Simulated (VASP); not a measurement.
# BeS (F-43m) in VASP: a series of runs

The runs below take BeS through relaxation of the atoms, with r2SCAN.

Program: VASP 6.6.1. These are calculated values, not measurements. Logs are shortened: lines on timing, memory, paths and dates and some standing lists are left out, and cuts for length are marked.

**1. The cell of the first run**

Symmetry: F-43m, No. 216, cubic system. Conventional cell: a = 4.769 Å, b = 4.769 Å, c = 4.769 Å, α = 90.00°, β = 90.00°, γ = 90.00°. Within 2.7 Å of Be (site symmetry -43m) lie 4 S at 2.06 Å. S (site symmetry -43m) has 4 Be at 2.06 Å within 2.7 Å.

**2. Relaxation of the atoms, r2SCAN**

POSCAR reads:

```
BeS
1.0
    0.0000000000      2.3844156800      2.3844156800
    2.3844156800      0.0000000000      2.3844156800
    2.3844156800      2.3844156800      0.0000000000
Be S
1 1
Direct
    0.0000000000      0.0000000000      0.0000000000
    0.2500000000      0.2500000000      0.2500000000
```

INCAR.step1 reads:

```
SYSTEM = BeS
  ALGO = Normal
  EDIFF = 1E-4
  ENCUT = 520
  GGA = PE
  ISMEAR = -1
  LASPH = .TRUE.
  LCHARG = .FALSE.
  LREAL = .FALSE.
  LWAVE = .TRUE.
  NELM = 100
  PREC = Accurate
  SIGMA = 0.02
```

INCAR.step2 reads:

```
SYSTEM = BeS
  ALGO = Normal
  EDIFF = 1E-7
  EDIFFG = -0.01
  ENCUT = 520
  IBRION = 2
  ISIF = 2
  ISMEAR = -1
  ISTART = 1
  LASPH = .TRUE.
  LCHARG = .FALSE.
  LMIXTAU = .TRUE.
  LREAL = .FALSE.
  LWAVE = .FALSE.
  METAGGA = R2SCAN
  NELM = 100
  NSW = 50
  PREC = Accurate
  SIGMA = 0.02
```

KPOINTS reads:

```
k-points
0
G
  10 10 10
  0 0 0
```

Potentials or basis: VASP PAW PBE potentials, release 64 (Be, S).

Command:

```sh
$ cat potpaw_PBE.64/Be/POTCAR potpaw_PBE.64/S/POTCAR > POTCAR
$ cp INCAR.step1 INCAR
$ mpirun -np 1 vasp_std > vasp.out
$ cp INCAR.step2 INCAR
$ mpirun -np 1 vasp_std > vasp.out
```

OUTCAR:

```text
SYSTEM = BeS
   EDIFF = 1E-7
   EDIFFG = -0.01
   ENCUT = 520
   IBRION = 2
   ISIF = 2
   ISMEAR = -1
   ISTART = 1
   LASPH = .TRUE.
   LREAL = .FALSE.
   METAGGA = R2SCAN
   NELM = 100
   NSW = 50
   PREC = Accurate

 ion  position               nearest neighbor table
   1  0.000  0.000  0.000-   2 2.06   2 2.06   2 2.06   2 2.06
   2  0.250  0.250  0.250-   1 2.06   1 2.06   1 2.06   1 2.06

  LATTYP: Found a face centered cubic cell.
 ALAT       =     4.7688313600

  Lattice vectors:

 A1 = (   0.0000000000,   2.3844156800,   2.3844156800)
 A2 = (   2.3844156800,   0.0000000000,   2.3844156800)
 A3 = (   2.3844156800,   2.3844156800,   0.0000000000)

Analysis of symmetry for initial positions (statically):
=====================================================================
 Subroutine PRICEL returns:
 Original cell was already a primitive cell.

 Routine SETGRP: Setting up the symmetry group for a
 face centered cubic supercell.

 Subroutine GETGRP returns: Found 24 space group operations
 (whereof 24 operations were pure point group operations)
 out of a pool of 48 trial point group operations.

The static configuration has the point symmetry T_d .

Analysis of symmetry for dynamics (positions and initial velocities):
=====================================================================
 Subroutine PRICEL returns:
 Original cell was already a primitive cell.

 Routine SETGRP: Setting up the symmetry group for a
 face centered cubic supercell.

 Subroutine GETGRP returns: Found 24 space group operations
 (whereof 24 operations were pure point group operations)
 out of a pool of 48 trial point group operations.

The dynamic configuration has the point symmetry T_d .

 Subroutine INISYM returns: Found 24 space group operations
 (whereof 24 operations are pure point group operations),
 and found     1 'primitive' translations

----------------------------------------------------------------------------------------

                                     Primitive cell

  volume of cell :      27.1129

  direct lattice vectors                    reciprocal lattice vectors
     0.000000000  2.384415680  2.384415680    -0.209694981  0.209694981  0.209694981
     2.384415680  0.000000000  2.384415680     0.209694981 -0.209694981  0.209694981
     2.384415680  2.384415680  0.000000000     0.209694981  0.209694981 -0.209694981

  length of vectors
     3.372072993  3.372072993  3.372072993     0.363202361  0.363202361  0.363202361

  position of ions in fractional coordinates (direct lattice)
     0.000000000  0.000000000  0.000000000
     0.250000000  0.250000000  0.250000000

  ion indices of the primitive-cell ions
   primitive index   ion index
                 1           1
                 2           2

----------------------------------------------------------------------------------------

 KPOINTS: k-points

Automatic generation of k-mesh.
 Grid dimensions read from file:
 generate k-points for:   10   10   10

 Generating k-lattice:

  Cartesian coordinates                     Fractional coordinates (reciprocal lattice)
    -0.020969498  0.020969498  0.020969498     0.100000000  0.000000000  0.000000000
     0.020969498 -0.020969498  0.020969498     0.000000000  0.100000000  0.000000000
     0.020969498  0.020969498 -0.020969498     0.000000000  0.000000000  0.100000000

  Length of vectors
     0.036320236  0.036320236  0.036320236

  Shift w.r.t. Gamma in fractional coordinates (k-lattice)
     0.000000000  0.000000000  0.000000000

 Subroutine IBZKPT returns following result:
 ===========================================

 Found     47 irreducible k-points:

 Following reciprocal coordinates:
            Coordinates               Weight
  0.000000  0.000000  0.000000      1.000000
  0.100000  0.000000  0.000000      8.000000
  0.200000  0.000000  0.000000      8.000000
  0.300000  0.000000  0.000000      8.000000
  0.400000  0.000000  0.000000      8.000000
  0.500000  0.000000  0.000000      4.000000
[... 16 lines left out ...]
  0.300000  0.300000  0.000000      6.000000
  0.400000  0.300000  0.000000     24.000000
 [... further k-points ...]
   k-points           NKPTS =     47   k-points in BZ     NKDIM =     47   number of bands    NBANDS=      8
   number of dos      NEDOS =    301   number of ions     NIONS =      2
   total plane-waves  NPLWV =  21952
   dimension x,y,z NGX =    28 NGY =   28 NGZ =   28
   dimension x,y,z NGXF=    56 NGYF=   56 NGZF=   56
   ions per type =               1   1
   NGX,Y,Z   is equivalent  to a cutoff of  13.80, 13.80, 13.80 a.u.
   NGXF,Y,Z  is equivalent  to a cutoff of  27.61, 27.61, 27.61 a.u.
 SYSTEM =  BeS
   PREC   = accura    normal or accurate (medium, high low for compatibility)
   ISTART =      1    job   : 0-new  1-cont  2-samecut
   ICHARG =      0    charge: 1-file 2-atom 10-const
   ISPIN  =      1    spin polarized calculation?
   LNONCOLLINEAR =      F non collinear calculations
   LSORBIT =      F    spin-orbit coupling
   LASPH  =      T    aspherical Exc in radial PAW
   ENCUT  =  520.0 eV  38.22 Ry    6.18 a.u.   6.27  6.27  6.27*2*pi/ulx,y,z
   NELM   =    100;   NELMIN=  2; NELMDL=  0     # of ELM steps
   EDIFF  = 0.1E-06   stopping-criterion for ELM
   LREAL  =      F    real-space projection
   EDIFFG = -.1E-01   stopping-criterion for IOM
   NSW    =     50    number of steps for IOM
   IBRION =      2    ionic relax: 0-MD 1-quasi-New 2-CG
   NFREE  =      1    steps in history (QN), initial steepest desc. (CG)
   ISIF   =      2    stress and relaxation
   ISYM   =      2    0-nonsym 1-usesym 2-fastsym
   POTIM  = 0.5000    time-step for ionic-motion
   TEBEG  =    0.0;   TEEND  =   0.0 temperature during run
   PSTRESS=    0.0 pullay stress
   NELECT =       8.0000    total number of electrons
   NUPDOWN=      -1.0000    fix difference up-down
   EMIN   =  10.00;   EMAX   =-10.00  energy-range for DOS
   EFERMI =   0.00;   METHOD = LEGACY
   ISMEAR =    -1;   SIGMA  =   0.02  broadening in eV -4-tet -1-fermi 0-gaus
   EFERMI_NEDOS =   21; number of points for ismear=-14 and -15
   IALGO  =     38    algorithm
   IMIX   =      4    mixing-type and parameters
     AMIX     =   0.40;   BMIX     =  1.00
     AMIX_MAG =   1.60;   BMIX_MAG =  1.00
  volume/ion in A,a.u.               =      13.56        91.48
  Fermi-wavevector in a.u.,A,eV,Ry     =   1.089882  2.059579 16.161585  1.187843
  Thomas-Fermi vector in A             =   2.226095
   LORBIT       =      0    0 simple, 1 ext, 2 COOP (PROOUT), +10 PAW based schemes
   METAGGA = R2SCAN    functional components
   LHFCALC =     F    Hartree Fock is set to
   AEXX    =    0.0000 exact exchange contribution
   IVDW    =     0    specifies the selected vdW correction
   LEPSILON=     F    determine dielectric tensor
   LRPA    =     F    only Hartree local field effects (RPA)
 conjugate gradient relaxation of ions
 non-spin polarized calculation
  energy-cutoff  :      520.00
  volume of cell :       27.11
 maximum number of plane-waves:       745
 NGX is ok and might be reduce to    28
   NGX = 13   NGY = 13   NGZ = 13

 number of electron       8.0000001 magnetization

 Free energy of the ion-electron system (eV)
  ---------------------------------------------------
  ext. energy  EPLUGINS =         0.00000000
  ---------------------------------------------------
  free energy    TOTEN  =       -14.74804191 eV

  energy without entropy =      -14.74804191  energy(sigma->0) =      -14.74804191

 E-fermi :   4.9556     XC(G=0): -10.4056

 val. band max:        4.5097080059   @ k =   0.0000   0.0000   0.0000
 cond. band min:       7.9619269598   @ k =   0.5000   0.5000   0.0000
 fundamental gap:      3.4522189539
 Fermi energy:         4.9556120362

 k-point     1 :       0.0000    0.0000    0.0000
  band No.  band energies     occupation
      1     -10.1527      2.00000
      2       4.5097      2.00000
      3       4.5097      2.00000
      4       4.5097      2.00000
      5      10.7293      0.00000
      6      10.7293      0.00000
      7      10.7293      0.00000
      8      11.6650      0.00000

 k-point     2 :       0.1000    0.0000    0.0000
  band No.  band energies     occupation
      1     -10.0251      2.00000
      2       3.6381      2.00000
      3       4.3639      2.00000
      4       4.3639      2.00000
      5      10.8314      0.00000
      6      10.9965      0.00000
      7      10.9965      0.00000
      8      12.4511      0.00000

 k-point     3 :       0.2000    0.0000    0.0000
  band No.  band energies     occupation
      1      -9.6601      2.00000
      2       1.8706      2.00000
      3       4.0326      2.00000
      4       4.0326      2.00000
      5      10.8591      0.00000
      6      11.5254      0.00000
      7      11.5254      0.00000
      8      14.1746      0.00000

 k-point     4 :       0.3000    0.0000    0.0000
  band No.  band energies     occupation
      1      -9.1237      2.00000
      2       0.0870      2.00000
      3       3.6938      2.00000
      4       3.6938      2.00000
      5      10.8377      0.00000
      6      11.7754      0.00000
      7      11.7754      0.00000
      8      15.7586      0.00000

 k-point     5 :       0.4000    0.0000    0.0000
  band No.  band energies     occupation
      1      -8.5783      2.00000
      2      -1.2688      2.00000
      3       3.4592      2.00000
      4       3.4592      2.00000
      5      10.8085      0.00000
      6      11.6948      0.00000
      7      11.6948      0.00000
      8      16.6181      0.00000
[... 177 lines left out ...]
 k-point    22 :      -0.2000    0.2000    0.0000
  band No.  band energies     occupation
      1      -8.9420      2.00000
      2       0.4726      2.00000
      3       1.9450      2.00000
      4       3.7588      2.00000
      5      11.4972      0.00000
      6      12.2824      0.00000
      7      12.7097      0.00000
      8      14.3104      0.00000

 k-point    23 :       0.3000    0.3000    0.0000
  band No.  band energies     occupation
      1      -8.7792      2.00000
      2       0.8436      2.00000
      3       2.3470      2.00000
      4       2.3470      2.00000
      5       9.0533      0.00000
      6      10.9747      0.00000
      7      15.2048      0.00000
      8      15.2048      0.00000

 k-point    24 :       0.4000    0.3000    0.0000
  band No.  band energies     occupation
      1      -8.3511      2.00000
      2       0.0186      2.00000
      3       1.8237      2.00000
      4       2.1034      2.00000
      5       9.0131      0.00000
      6      10.8400      0.00000
      7      15.7868      0.00000
      8      15.8350      0.00000

 [... further k-points ...]
[... 5 lines left out ...]
  --------------------------------------------------------------------------------------
  -------------------------------------------------------------------------------------
  Total        1.2010172      1.2010172      1.2010172      0.0000000      0.0000000      0.0000000
  in kB       70.9714879     70.9714879     70.9714879      0.0000000      0.0000000      0.0000000
  external PRESSURE =      70.9714879 kB  Pullay stress =       0.0000000 kB

 VOLUME and BASIS-vectors are now :
 -----------------------------------------------------------------------------
  energy-cutoff  :      520.00
  volume of cell :       27.11
      direct lattice vectors                 reciprocal lattice vectors
     0.000000000  2.384415680  2.384415680    -0.209694981  0.209694981  0.209694981
     2.384415680  0.000000000  2.384415680     0.209694981 -0.209694981  0.209694981
     2.384415680  2.384415680  0.000000000     0.209694981  0.209694981 -0.209694981

 POSITION                                       TOTAL-FORCE (eV/Angst)
 -----------------------------------------------------------------------------------
      0.00000      0.00000      0.00000        -0.000000      0.000000      0.000000
      1.19221      1.19221      1.19221         0.000000     -0.000000     -0.000000
 -----------------------------------------------------------------------------------
    total drift:                               -0.000000     -0.000000     -0.000000

  FREE ENERGIE OF THE ION-ELECTRON SYSTEM (eV)
  ---------------------------------------------------
  free  energy   TOTEN  =       -14.7480419102 eV

  energy  without entropy=      -14.7480419102  energy(sigma->0) =      -14.74804191

 reached required accuracy - stopping structural energy minimisation
```

Run time: 52 s. Hardware: 1 thread of Intel Xeon Platinum 8259CL at 2.50GHz (Skylake/Cascade Lake), shared host; peak memory 0.15 GiB.

Results:

| Property | Result |
| --- | --- |
| Free energy | -14.7480 eV |
| Pressure after relaxing | 7.1 GPa |
| Band gap on the k mesh | 3.45 eV, indirect (least direct gap 6.22 eV) |

Final structure:
```cif
data_structure
_symmetry_space_group_name_H-M 'P 1'
_symmetry_Int_Tables_number 1
_cell_length_a 3.3721
_cell_length_b 3.3721
_cell_length_c 3.3721
_cell_angle_alpha 60.000
_cell_angle_beta 60.000
_cell_angle_gamma 60.000
_cell_volume 27.11
loop_
_atom_site_label
_atom_site_type_symbol
_atom_site_fract_x
_atom_site_fract_y
_atom_site_fract_z
_atom_site_occupancy
Be1 Be 0.00000 0.00000 0.00000 1
S1 S 0.25000 0.25000 0.25000 1
```

Caveat: the relaxation stopped at its first step, so nothing moved; the PAW data sets were made with another functional, which shifts forces and pressure a little. r2SCAN opens gaps a little over a GGA but as a rule still falls short of measured ones.

**3. Relaxation of the atoms, r2SCAN**

This run uses another cell than the first one, of 13.84 Å³/atom, 1.021 times its volume.

POSCAR reads:

```
BeS
1.0
    0.0000000000      2.4012078900      2.4012078900
    2.4012078900      0.0000000000      2.4012078900
    2.4012078900      2.4012078900      0.0000000000
Be S
1 1
Direct
    0.0000000000      0.0000000000      0.0000000000
    0.2500000000      0.2500000000      0.2500000000
```

INCAR.step1 reads:

```
SYSTEM = BeS
PREC = Accurate ; ENCUT = 520
ISMEAR = -1 ; SIGMA = 0.02
LREAL = .False. ; LASPH = .True.
NELM = 60 ; GGA = PE
ALGO = Normal ; EDIFF = 1E-4
LWAVE = .True. ; LCHARG = .False.
```

INCAR.step2 reads:

```
SYSTEM = BeS
PREC = Accurate ; ENCUT = 520
EDIFF = 1E-6 ; ISMEAR = -1
SIGMA = 0.02 ; LREAL = .False.
LASPH = .True. ; NELM = 60
ALGO = Normal ; ISIF = 2
LWAVE = .False. ; LCHARG = .False.
METAGGA = R2SCAN ; LMIXTAU = .True.
IBRION = 2 ; NSW = 50
EDIFFG = -0.01 ; ISTART = 1
```

KPOINTS reads:

```
Automatic mesh
0
Gamma
  10 10 10
  0 0 0
```

Potentials or basis: VASP PAW PBE potentials, release 64 (Be, S).

Command:

```sh
$ cat potpaw_PBE.64/Be/POTCAR potpaw_PBE.64/S/POTCAR > POTCAR
$ cp INCAR.step1 INCAR
$ mpirun -np 1 vasp_std > vasp.out
$ cp INCAR.step2 INCAR
$ mpirun -np 1 vasp_std > vasp.out
```

OUTCAR:

```text
SYSTEM = BeS
   PREC = Accurate
   ENCUT = 520
   EDIFF = 1E-6
   ISMEAR = -1
   LREAL = .False.
   LASPH = .True.
   NELM = 60
   ISIF = 2
   METAGGA = R2SCAN
   IBRION = 2
   NSW = 50
   EDIFFG = -0.01
   ISTART = 1

 ion  position               nearest neighbor table
   1  0.000  0.000  0.000-   2 2.08   2 2.08   2 2.08   2 2.08
   2  0.250  0.250  0.250-   1 2.08   1 2.08   1 2.08   1 2.08

  LATTYP: Found a face centered cubic cell.
 ALAT       =     4.8024157800

  Lattice vectors:

 A1 = (   0.0000000000,   2.4012078900,   2.4012078900)
[... 444 lines left out ...]
      5       8.8138      0.00000
      6      10.6245      0.00000
      7      15.4404      0.00000
      8      15.5129      0.00000

 [... further k-points ...]
[... 5 lines left out ...]
  --------------------------------------------------------------------------------------
  -------------------------------------------------------------------------------------
  Total        0.7977937      0.7977937      0.7977937     -0.0000000      0.0000000     -0.0000000
  in kB       46.1617129     46.1617129     46.1617129     -0.0000000      0.0000000     -0.0000000
  external PRESSURE =      46.1617129 kB  Pullay stress =       0.0000000 kB

 VOLUME and BASIS-vectors are now :
 -----------------------------------------------------------------------------
  energy-cutoff  :      520.00
  volume of cell :       27.69
      direct lattice vectors                 reciprocal lattice vectors
     0.000000000  2.401207890  2.401207890    -0.208228535  0.208228535  0.208228535
     2.401207890  0.000000000  2.401207890     0.208228535 -0.208228535  0.208228535
     2.401207890  2.401207890  0.000000000     0.208228535  0.208228535 -0.208228535

 POSITION                                       TOTAL-FORCE (eV/Angst)
 -----------------------------------------------------------------------------------
      0.00000      0.00000      0.00000        -0.000000     -0.000000      0.000000
      1.20060      1.20060      1.20060         0.000000      0.000000     -0.000000
 -----------------------------------------------------------------------------------
    total drift:                                0.000000      0.000000      0.000000

  FREE ENERGIE OF THE ION-ELECTRON SYSTEM (eV)
  ---------------------------------------------------
  free  energy   TOTEN  =       -14.7691891040 eV

  energy  without entropy=      -14.7691891040  energy(sigma->0) =      -14.76918910

 reached required accuracy - stopping structural energy minimisation
```

OSZICAR.step1:

```text
N       E                     dE             d eps       ncg     rms          rms(c)
DAV:   1     0.205268665392E+02    0.20527E+02   -0.40037E+03   752   0.851E+02
DAV:   2    -0.959720188208E+01   -0.30124E+02   -0.29283E+02  1184   0.126E+02
DAV:   3    -0.101842365288E+02   -0.58703E+00   -0.58703E+00   896   0.226E+01
DAV:   4    -0.101867130662E+02   -0.24765E-02   -0.24765E-02  1216   0.162E+00
DAV:   5    -0.101867158876E+02   -0.28213E-05   -0.28213E-05   952   0.392E-02    0.591E+00
DAV:   6    -0.100403637175E+02    0.14635E+00   -0.13856E-01   800   0.230E+00    0.405E+00
DAV:   7    -0.999397386148E+01    0.46390E-01   -0.14952E-01  1096   0.258E+00    0.969E-01
DAV:   8    -0.999494990678E+01   -0.97605E-03   -0.63457E-03   952   0.546E-01    0.147E-01
DAV:   9    -0.999505464006E+01   -0.10473E-03   -0.49354E-04   904   0.177E-01    0.341E-02
DAV:  10    -0.999508588845E+01   -0.31248E-04   -0.54390E-05   504   0.536E-02
   1 F= -.99950859E+01 E0= -.99950859E+01  d E =-.433665E-12
```

Wall time 45 s (1 thread of Intel Xeon Platinum 8259CL at 2.50GHz (Skylake/Cascade Lake), shared host); peak memory 0.16 GiB.

What came out:

* Free energy: -14.7692 eV
* Pressure after relaxing: 4.6 GPa
* Band gap on the k mesh: 3.50 eV, indirect (least direct gap 6.24 eV)

Final structure:
```xyz
2
Lattice="0.0000 2.4012 2.4012 2.4012 0.0000 2.4012 2.4012 2.4012 0.0000" Properties=species:S:1:pos:R:3 pbc="T T T"
Be    0.0000    0.0000    0.0000
S     1.2006    1.2006    1.2006
```

Levels at points of the mesh, in eV from the valence-band top:
| k point | band 2 | band 3 | band 4 | band 5 | band 6 | band 7 |
| --- | --- | --- | --- | --- | --- | --- |
| (0.00, 0.00, 0.00) | 0.00 | 0.00 | 0.00 | 6.24 | 6.24 | 6.24 |
| (0.50, 0.00, 0.00) | -6.16 | -1.10 | -1.10 | 6.21 | 7.13 | 7.13 |
| (0.50, 0.50, 0.00) | -5.35 | -2.82 | -2.82 | 3.50 | 5.35 | 14.11 |

Caveat: the relaxation stopped at its first step, so nothing moved; the PAW data sets were made with another functional, which shifts forces and pressure a little.
